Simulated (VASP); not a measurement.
Crystal: Al.

```xyz
2
Lattice="2.8125 0.0000 0.0000 -1.4062 2.4357 0.0000 0.0000 0.0000 4.8669" Properties=species:S:1:pos:R:3 pbc="T T T"
Al    1.4062    0.8119    3.6501
Al    0.0000    1.6238    1.2167
```

This isn't the form of Al at room conditions, which is fcc.

| Item | Value |
| --- | --- |
| Program | VASP 6.6.1 |
| Task | relaxation of cell and atoms |
| Functional | LDA |
| Potentials or basis | VASP PAW LDA potentials, release 64 (Al) |
| Cutoff | 600 eV |
| k mesh | 14 × 14 × 7 |
| Occupations | fermi-dirac, width 0.05 eV |
| Spin | no spin polarisation |

At the start: pressure -3.0 GPa; volume 16.67 Å³/atom.

Question: How do energy, volume and symmetry change on relaxing?

Answer: Over 6 steps the energy falls by 8.1 meV/atom and the volume is 15.97 Å³/atom (-4.2 %); space group P6_3/mmc (No. 194, to 0.1 Å) before and after.

The path:
| step | energy change (eV) | largest force (eV/Å) | pressure (GPa) | volume (Å³) |
| --- | --- | --- | --- | --- |
| 1 | 0.0000 | 0.0000 | -3.00 | 33.34 |
| 2 | -0.0148 | 0.0000 | 0.31 | 31.86 |
| 3 | -0.0148 | 0.0000 | 0.17 | 31.91 |
| 4 | -0.0157 | 0.0000 | 0.08 | 31.92 |
| 5 | -0.0162 | 0.0000 | 0.00 | 31.93 |
| 6 | -0.0162 | 0.0000 | -0.03 | 31.94 |

Final structure:
```yaml
crystal:
  lattice:
    - [2.79492, 0.00000, 0.00000]
    - [-1.39746, 2.42047, 0.00000]
    - [0.00000, 0.00000, 4.72090]
  atoms:
    - { symbol: Al, position: [0.66667, 0.33333, 0.75000] }
    - { symbol: Al, position: [0.33333, 0.66667, 0.25000] }
```
